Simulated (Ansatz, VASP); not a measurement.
Ge: VASP beside Ansatz

```xyz
2
Lattice="0.0000 2.5991 2.7616 2.5991 0.0000 2.7616 2.5991 2.5991 0.0000" Properties=species:S:1:pos:R:3 pbc="T T T"
Ge    2.5991    2.5991    2.7616
Ge    3.8987    3.8987    4.1424
```

Alike in both runs: task single point; functional LDA; k mesh 16 × 16 × 16; occupations gaussian, width 0.15 eV; no spin polarisation.

|  | VASP | Ansatz |
| --- | --- | --- |
| version | VASP 6.6.1 | Ansatz 0.2.0 |
| potentials or method | VASP PAW LDA potentials, release 64 (Ge_d), cutoff 520 eV | scalar-relativistic, plane waves, PAW |
| valence electrons in the cell | 28 | 28 |

```tsv
	VASP	Ansatz	Ansatz less VASP
gap on the k mesh at the Fermi level (eV)	none	none	-
pressure (GPa)	19.1	18.8	-0.33
traceless stress, the component that is largest in VASP (GPa)	-3.51	-3.52	-0.010
```

LDA's correlation is that of Perdew and Zunger in VASP and of Perdew and Wang (1992) in Ansatz. A gap of «none» marks a metal or a gap that the smearing closes.
